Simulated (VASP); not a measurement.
# NiO (Fm-3m) in VASP: single point with PBE+U

Aim: the single point of NiO with PBE+U.

Program: VASP 6.6.1. These are calculated values, not measurements. Logs are shortened: lines on timing, memory, paths and dates and some standing lists are left out, and cuts for length are marked.

## Step 1: The cell of the first run

The structure is cubic, space group Fm-3m (No. 225). Conventional cell: a = 4.183 Å, b = 4.183 Å, c = 4.183 Å, α = 90.00°, β = 90.00°, γ = 90.00°. Within 2.8 Å of Ni (site symmetry m-3m) lie 6 O at 2.09 Å. O (site symmetry m-3m) has 6 Ni at 2.09 Å within 2.8 Å.

## Step 2: Single point, PBE+U, collinear spin, antiferromagnetic start

File INCAR:

```
SYSTEM = NiO
ALGO = Normal ; EDIFF = 1E-6
ENCUT = 700 ; GGA = PE
GGA_COMPAT = .False. ; ISIF = 2
ISMEAR = 0 ; ISPIN = 2
LASPH = .True. ; LCHARG = .True.
LDAU = .True. ; LDAUJ = 0.9 0
LDAUL = 2 -1 ; LDAUPRINT = 1
LDAUTYPE = 1 ; LDAUU = 7 0
LELF = .True. ; LMAXMIX = 4
LORBIT = 11 ; LREAL = .False.
LVHAR = .True. ; LWAVE = .False.
MAGMOM = 2 -2 0 0 ; NBANDS = 36
NELM = 200 ; PREC = Accurate
SIGMA = 0.05
```

File KPOINTS:

```
k-points
0
Gamma
  8 8 8
  0 0 0
```

File POSCAR:

```
NiO
1.0
    0.0000000000      2.0913095100      2.0913095100
    4.1826190200      2.0913095100      2.0913095100
    4.1826190200      4.1826190200      0.0000000000
Ni O
2 2
Direct
    0.0000000000      0.0000000000      0.0000000000
    0.0000000000      0.0000000000      0.5000000000
    0.5000000000      0.5000000000      0.0000000000
    0.5000000000      0.5000000000      0.5000000000
```

Potentials or basis: VASP PAW PBE potentials, release 64 (Ni_sv_GW, O).

Started as:

```sh
$ cat potpaw_PBE.64/Ni_sv_GW/POTCAR potpaw_PBE.64/O/POTCAR > POTCAR
$ mpirun -np 1 vasp_std > vasp.out
```

OUTCAR:

```text
SYSTEM = NiO
   EDIFF = 1E-6
   ENCUT = 700
   GGA = PE
   ISIF = 2
   ISMEAR = 0
   ISPIN = 2
   LASPH = .True.
   LORBIT = 11
   LREAL = .False.
   NELM = 200
   PREC = Accurate

 ion  position               nearest neighbor table
   1  0.000  0.000  0.000-   4 2.09   3 2.09   4 2.09   3 2.09   4 2.09   4 2.09
   2  0.000  0.000  0.500-   3 2.09   3 2.09   4 2.09   4 2.09   3 2.09   3 2.09
   3  0.500  0.500  0.000-   2 2.09   1 2.09   2 2.09   1 2.09   2 2.09   2 2.09
   4  0.500  0.500  0.500-   1 2.09   1 2.09   2 2.09   2 2.09   1 2.09   1 2.09

  LATTYP: Found a simple tetragonal cell.
 ALAT       =     2.9575582722
 C/A-ratio  =     1.4142135624

  Lattice vectors:

 A1 = (   0.0000000000,  -2.0913095100,   2.0913095100)
 A2 = (   0.0000000000,  -2.0913095100,  -2.0913095100)
 A3 = (   4.1826190200,   0.0000000000,   0.0000000000)

Analysis of symmetry for initial positions (statically):
=====================================================================
 Subroutine PRICEL returns following result:

  LATTYP: Found a face centered cubic cell.
 ALAT       =     4.1826190200
[... 12 lines left out ...]
 Subroutine GETGRP returns: Found 16 space group operations
 (whereof 16 operations were pure point group operations)
 out of a pool of 16 trial point group operations.

The static configuration has the point symmetry D_4h.

Analysis of symmetry for dynamics (positions and initial velocities):
=====================================================================
 Subroutine PRICEL returns following result:

  LATTYP: Found a face centered cubic cell.
 ALAT       =     4.1826190200
[... 12 lines left out ...]
 Subroutine GETGRP returns: Found 16 space group operations
 (whereof 16 operations were pure point group operations)
 out of a pool of 16 trial point group operations.

The dynamic configuration has the point symmetry D_4h.

Analysis of structural, dynamic, and magnetic symmetry:
=====================================================================
 Subroutine PRICEL returns following result:

  LATTYP: Found a face centered cubic cell.
 ALAT       =     4.1826190200
[... 12 lines left out ...]
 Subroutine GETGRP returns: Found 16 space group operations
 (whereof 16 operations were pure point group operations)
 out of a pool of 16 trial point group operations.

The overall configuration has the point symmetry D_4h.

 Subroutine INISYM returns: Found 16 space group operations
 (whereof 16 operations are pure point group operations),
 and found     2 'primitive' translations

----------------------------------------------------------------------------------------

                                     Primitive cell

  volume of cell :      18.2930

  direct lattice vectors                    reciprocal lattice vectors
    -2.091309510  2.091309510  0.000000000    -0.239084649  0.239084649 -0.239084649
    -2.091309510  0.000000000  2.091309510    -0.239084649 -0.239084649  0.239084649
     0.000000000  2.091309510  2.091309510     0.239084649  0.239084649  0.239084649

  length of vectors
[... 139 lines left out ...]
spin component  2

  0.9332  0.0000 -0.0000  0.0000 -0.0000
  0.0000  0.9332  0.0000  0.0000 -0.0000
 -0.0000  0.0000  0.0877  0.0000  0.0004
  0.0000  0.0000  0.0000  0.9332 -0.0000
 -0.0000 -0.0000  0.0004 -0.0000  0.0872

 occupancies and eigenvectors

  o =  0.0870  v =  0.0000  0.0000  0.0000  0.0000  0.0000  0.0000  0.0000  0.5000  0.0000 -0.8660      0.0000  0.0000  0.0000  0.0000  0.0000  0.0000  0.0000  0.0000  0.0000  0.0000
  o =  0.0879  v =  0.0000  0.0000  0.0000  0.0000  0.0000  0.0000  0.0000 -0.8660  0.0000 -0.5000      0.0000  0.0000  0.0000  0.0000  0.0000  0.0000  0.0000  0.0000  0.0000  0.0000
  o =  0.9332  v =  0.0000  0.0000  0.0000  0.0000  0.0000  0.0000 -1.0000  0.0000  0.0000 -0.0000      0.0000  0.0000  0.0000  0.0000  0.0000  0.0000  0.0000  0.0000  0.0000  0.0000
  o =  0.9332  v =  0.0000  0.0000  0.0000  0.0000  0.0000  0.0000  0.0000 -0.0000  1.0000 -0.0000      0.0000  0.0000  0.0000  0.0000  0.0000  0.0000  0.0000  0.0000  0.0000  0.0000
  o =  0.9332  v =  0.0000  0.0000  0.0000  0.0000  0.0000  1.0000  0.0000  0.0000  0.0000  0.0000      0.0000  0.0000  0.0000  0.0000  0.0000  0.0000  0.0000  0.0000  0.0000  0.0000
  o =  0.9376  v =  1.0000  0.0000  0.0000  0.0000  0.0000  0.0000  0.0000  0.0000  0.0000  0.0000      0.0000  0.0000  0.0000  0.0000  0.0000  0.0000  0.0000  0.0000  0.0000  0.0000
  o =  0.9376  v =  0.0000  0.0000 -0.0000 -1.0000  0.0000  0.0000  0.0000  0.0000  0.0000  0.0000      0.0000  0.0000  0.0000  0.0000  0.0000  0.0000  0.0000  0.0000  0.0000  0.0000
  o =  0.9376  v =  0.0000  1.0000  0.0000  0.0000  0.0000  0.0000  0.0000  0.0000  0.0000  0.0000      0.0000  0.0000  0.0000  0.0000  0.0000  0.0000  0.0000  0.0000  0.0000  0.0000
  o =  0.9707  v =  0.0000  0.0000 -0.5000  0.0000  0.8660  0.0000  0.0000  0.0000  0.0000  0.0000      0.0000  0.0000  0.0000  0.0000  0.0000  0.0000  0.0000  0.0000  0.0000  0.0000
  o =  0.9708  v =  0.0000 -0.0000  0.8660 -0.0000  0.5000  0.0000  0.0000  0.0000  0.0000  0.0000      0.0000  0.0000  0.0000  0.0000  0.0000  0.0000  0.0000  0.0000  0.0000  0.0000

atom =   2  type =  1  l = 2

 onsite density matrix

spin component  1

  0.9332 -0.0000 -0.0000  0.0000 -0.0000
 -0.0000  0.9332 -0.0000  0.0000 -0.0000
 -0.0000 -0.0000  0.0877  0.0000  0.0004
  0.0000  0.0000  0.0000  0.9332  0.0000
 -0.0000 -0.0000  0.0004  0.0000  0.0872

spin component  2

  0.9376 -0.0000  0.0000  0.0000  0.0000
 -0.0000  0.9376  0.0000  0.0000 -0.0000
  0.0000  0.0000  0.9708 -0.0000  0.0000
  0.0000  0.0000 -0.0000  0.9376 -0.0000
  0.0000 -0.0000  0.0000 -0.0000  0.9707

 occupancies and eigenvectors

  o =  0.0870  v =  0.0000 -0.0000 -0.5000  0.0000  0.8660  0.0000  0.0000  0.0000  0.0000  0.0000      0.0000  0.0000  0.0000  0.0000  0.0000  0.0000  0.0000  0.0000  0.0000  0.0000
  o =  0.0879  v =  0.0000 -0.0000 -0.8660  0.0000 -0.5000  0.0000  0.0000  0.0000  0.0000  0.0000      0.0000  0.0000  0.0000  0.0000  0.0000  0.0000  0.0000  0.0000  0.0000  0.0000
  o =  0.9332  v =  0.0000  1.0000  0.0000 -0.0000  0.0000  0.0000  0.0000  0.0000  0.0000  0.0000      0.0000  0.0000  0.0000  0.0000  0.0000  0.0000  0.0000  0.0000  0.0000  0.0000
  o =  0.9332  v =  0.0000  0.0000 -0.0000  1.0000  0.0000  0.0000  0.0000  0.0000  0.0000  0.0000      0.0000  0.0000  0.0000  0.0000  0.0000  0.0000  0.0000  0.0000  0.0000  0.0000
  o =  0.9332  v =  1.0000  0.0000  0.0000  0.0000  0.0000  0.0000  0.0000  0.0000  0.0000  0.0000      0.0000  0.0000  0.0000  0.0000  0.0000  0.0000  0.0000  0.0000  0.0000  0.0000
  o =  0.9376  v =  0.0000  0.0000  0.0000  0.0000  0.0000  0.0000 -0.0000  0.0000 -1.0000 -0.0000      0.0000  0.0000  0.0000  0.0000  0.0000  0.0000  0.0000  0.0000  0.0000  0.0000
  o =  0.9376  v =  0.0000  0.0000  0.0000  0.0000  0.0000  1.0000  0.0000  0.0000  0.0000  0.0000      0.0000  0.0000  0.0000  0.0000  0.0000  0.0000  0.0000  0.0000  0.0000  0.0000
  o =  0.9376  v =  0.0000  0.0000  0.0000  0.0000  0.0000  0.0000  1.0000 -0.0000 -0.0000  0.0000      0.0000  0.0000  0.0000  0.0000  0.0000  0.0000  0.0000  0.0000  0.0000  0.0000
  o =  0.9707  v =  0.0000  0.0000  0.0000  0.0000  0.0000  0.0000  0.0000  0.5000  0.0000 -0.8660      0.0000  0.0000  0.0000  0.0000  0.0000  0.0000  0.0000  0.0000  0.0000  0.0000
  o =  0.9708  v =  0.0000  0.0000  0.0000  0.0000  0.0000  0.0000 -0.0000 -0.8660  0.0000 -0.5000      0.0000  0.0000  0.0000  0.0000  0.0000  0.0000  0.0000  0.0000  0.0000  0.0000

 number of electron      47.9999997 magnetization      -0.0000000

 Free energy of the ion-electron system (eV)
  ---------------------------------------------------
  ext. energy  EPLUGINS =         0.00000000
  ---------------------------------------------------
  free energy    TOTEN  =       -21.20705197 eV

  energy without entropy =      -21.20705197  energy(sigma->0) =      -21.20705197

 E-fermi :   6.5560     XC(G=0): -12.9855

 val. band max:        6.2701532824   @ k =   0.5000   0.0000   0.0000
 cond. band min:       8.7246628814   @ k =   0.0000   0.0000   0.0000
 fundamental gap:      2.4545095991
 Fermi energy:         6.5560420961

 spin component 1

 k-point     1 :       0.0000    0.0000    0.0000
  band No.  band energies     occupation
      1     -97.8994      1.00000
      2     -95.6060      1.00000
      3     -58.2903      1.00000
      4     -58.2812      1.00000
      5     -58.2812      1.00000
      6     -56.0509      1.00000
[... 1865 lines left out ...]
     35      26.5151      0.00000
     36      26.8821      0.00000

 [... further k-points ...]

------------------------ aborting loop because EDIFF is reached ----------------------------------------

  FORCE on cell =-STRESS in cart. coord.  units (eV):
  Direction    XX          YY          ZZ          XY          YZ          ZX
  --------------------------------------------------------------------------------------
  -------------------------------------------------------------------------------------
  Total        2.3405624      2.3595391      2.3595391      0.0000000      0.0000000     -0.0000000
  in kB      102.4981169    103.3291453    103.3291453      0.0000000      0.0000000     -0.0000000
  external PRESSURE =     103.0521358 kB  Pullay stress =       0.0000000 kB

 VOLUME and BASIS-vectors are now :
 -----------------------------------------------------------------------------
  energy-cutoff  :      700.00
  volume of cell :       36.59
      direct lattice vectors                 reciprocal lattice vectors
     0.000000000  2.091309510  2.091309510    -0.239084649  0.239084649  0.239084649
     4.182619020  2.091309510  2.091309510     0.239084649 -0.239084649  0.239084649
     4.182619020  4.182619020  0.000000000     0.000000000  0.239084649 -0.239084649

 POSITION                                       TOTAL-FORCE (eV/Angst)
 -----------------------------------------------------------------------------------
      0.00000      0.00000      0.00000        -0.000000      0.000000      0.000000
      2.09131      2.09131      0.00000        -0.000000     -0.000000      0.000000
      2.09131      2.09131      2.09131         0.000000      0.000000     -0.000000
      4.18262      4.18262      2.09131         0.000000     -0.000000     -0.000000
 -----------------------------------------------------------------------------------
    total drift:                                0.000000      0.000000      0.000000

  FREE ENERGIE OF THE ION-ELECTRON SYSTEM (eV)
  ---------------------------------------------------
  free  energy   TOTEN  =       -21.2070519726 eV

  energy  without entropy=      -21.2070519726  energy(sigma->0) =      -21.20705197

 total charge

# of ion       s       p       d       f       tot
--------------------------------------------------
    1        2.162   6.230   7.703   0.010  16.105
    2        2.162   6.230   7.703   0.010  16.105
    3        1.543   3.505   0.000   0.000   5.049
    4        1.543   3.505   0.000   0.000   5.049
--------------------------------------------------
tot          7.411  19.471  15.407   0.020  42.308

 magnetization (x)

# of ion       s       p       d       f       tot
--------------------------------------------------
    1        0.012   0.015   1.777   0.001   1.805
    2       -0.012  -0.015  -1.777  -0.001  -1.805
    3       -0.007  -0.047   0.000   0.000  -0.054
    4        0.007   0.047   0.000   0.000   0.054
--------------------------------------------------
tot          0.000   0.000   0.000  -0.000   0.000
```

Run time: 13 min. Hardware: 1 thread of Intel Xeon Platinum 8259CL at 2.50GHz (Skylake/Cascade Lake), shared host; peak memory 0.46 GiB.

What came out:

```
Free energy                                           : -21.2071 eV
Pressure                                              : 10.3 GPa
Band gap on the k mesh                                : 2.45 eV
Net moment                                            : 0.00 μB per cell
Site moments                                          : Ni +1.80, -1.80; O -0.05, +0.05 μB
Valence electrons inside the program's atomic spheres : Ni 16.11; O 5.05
```

Eigenvalues of the final occupation matrices:
```tsv
site	spin	trace	eigenvalues
site 1 d	1	4.75	0.94 0.94 0.94 0.97 0.97
site 1 d	2	2.97	0.09 0.09 0.93 0.93 0.93
site 2 d	1	2.97	0.09 0.09 0.93 0.93 0.93
site 2 d	2	4.75	0.94 0.94 0.94 0.97 0.97
```

Caveat: the cell stands under pressure.
